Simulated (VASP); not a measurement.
A run of VASP 6.6.1:

The input INCAR:

```
  PREC = Accurate
  ENCUT = 520
  EDIFF = 1E-8
  ISMEAR = 0
  SIGMA = 0.05
  LREAL = F
  LASPH = T
  NELM = 100
  ALGO = Normal
  ISIF = 2
  LWAVE = F
  LCHARG = F
  GGA = PE
  NBANDS = 15
  IBRION = 8
  NSW = 1
```

The input KPOINTS:

```
Automatic mesh
0
Gamma
  6 6 6
```

File POSCAR:

```
RbBr
1.0
    4.1929021031      0.0000000000      0.0000000000
    0.0000000000      4.1929021031      0.0000000000
    0.0000000000      0.0000000000      4.1929021031
Rb Br
1 1
Direct
    0.0000000000      0.0000000000      0.0000000000
    0.5000000000      0.5000000000      0.5000000000
```

Potentials or basis: VASP PAW PBE potentials, release 64 (Rb_sv, Br).

Launch:

```bash
$ cat potpaw_PBE.64/Rb_sv/POTCAR potpaw_PBE.64/Br/POTCAR > POTCAR
$ mpirun -np 1 vasp_std > vasp.out
```

Hardware: 1 thread of Intel(R) Xeon(R) Platinum 8259CL CPU @ 2.50GHz (Skylake/Cascade Lake) (shared host).

Problem. Estimate the wall time of this run.

Solution. Wall time 2.4 min on 1 thread of Intel(R) Xeon(R) Platinum 8259CL CPU @ 2.50GHz (Skylake/Cascade Lake) (shared host), peak memory 0.26 GiB. Counts: scf iterations 44, k points 20.
